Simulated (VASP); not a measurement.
# CuSi16 (a cell with a defect): single point with LDA

System: CuSi16 (a cell with a defect).

```
Si Cu
1.0
     0.00000    5.43000    5.43000
     5.43000    0.00000    5.43000
     5.43000    5.43000    0.00000
Si Cu
16 1
Direct
  0.00647 0.00517 0.99322
  0.11904 0.13949 0.12146
  0.99538 0.01386 0.49456
  0.11818 0.14037 0.61843
  0.99689 0.51417 0.99116
  0.13361 0.61738 0.12388
  0.99637 0.51489 0.49642
  0.11979 0.64049 0.61936
  0.49415 0.00502 0.99338
  0.63677 0.08730 0.13819
  0.49306 0.00459 0.50813
  0.62224 0.13993 0.61856
  0.51298 0.45973 0.01337
  0.62431 0.61734 0.12397
  0.49168 0.51452 0.49650
  0.62372 0.61717 0.63452
  0.38950 0.82739 0.89272
```

```
Program             : VASP 6.6.1
Task                : single point
Functional          : LDA
Potentials or basis : VASP PAW LDA potentials, release 64 (Si, Cu)
Cutoff              : 520 eV
k mesh              : 2 × 2 × 2
Occupations         : gaussian, width 0.05 eV
Spin                : no spin polarisation
```

```json
{"Largest force": "0.018 eV/Å"}
```

Forces on the atoms (eV/Å):
```
Si   0.008  0.004 -0.009
Si   0.004 -0.002  0.001
Si   0.010 -0.005  0.006
Si  -0.014  0.002 -0.008
Si   0.010  0.001  0.003
Si  -0.007  0.003  0.000
Si   0.004 -0.006 -0.001
Si  -0.013  0.000 -0.006
Si   0.008  0.008  0.002
Si   0.005  0.004 -0.004
Si  -0.006 -0.002  0.008
Si  -0.008  0.003 -0.001
Si   0.004  0.010 -0.003
Si  -0.013 -0.007 -0.011
Si   0.006  0.005  0.009
Si  -0.003 -0.006  0.003
Cu   0.004 -0.012  0.011
```

Levels at points of the mesh, in eV from the Fermi level:
```csv
k point,band 33,band 34,band 35,band 36,band 37,band 38,band 39,band 40,band 41,band 42
"(0.00, 0.00, 0.00)",-0.93,-0.92,-0.74,-0.18,-0.18,0.17,0.51,0.51,0.53,0.55
"(0.50, 0.00, 0.00)",-2.04,-0.88,-0.84,-0.76,-0.71,0.50,0.99,1.20,1.23,1.40
"(0.00, 0.50, 0.00)",-2.02,-0.91,-0.90,-0.73,-0.73,0.32,1.16,1.23,1.23,1.36
"(0.00, 0.00, 0.50)",-2.04,-0.88,-0.84,-0.76,-0.70,0.50,0.98,1.20,1.24,1.40
"(0.50, 0.50, 0.50)",-2.04,-0.88,-0.84,-0.76,-0.71,0.50,0.99,1.19,1.23,1.40
"(0.50, 0.50, 0.00)",-1.83,-1.51,-1.43,-1.40,-1.00,0.59,0.97,1.94,1.98,2.05
"(0.00, 0.50, 0.50)",-1.84,-1.50,-1.43,-1.40,-1.00,0.59,0.96,1.94,1.98,2.05
"(0.50, 0.00, 0.50)",-1.83,-1.51,-1.43,-1.40,-1.00,0.59,0.97,1.94,1.98,2.05
```

It took 11 min on 1 thread of AMD EPYC 7R13 (shared host), peak memory 0.37 GiB.

Caveat: the k points lie up to 0.50 Å⁻¹ apart; the cell carries a net charge on a neutralising background, which shifts energy and pressure; the cell is charged against a uniform background, so pressure and absolute levels hang on convention.
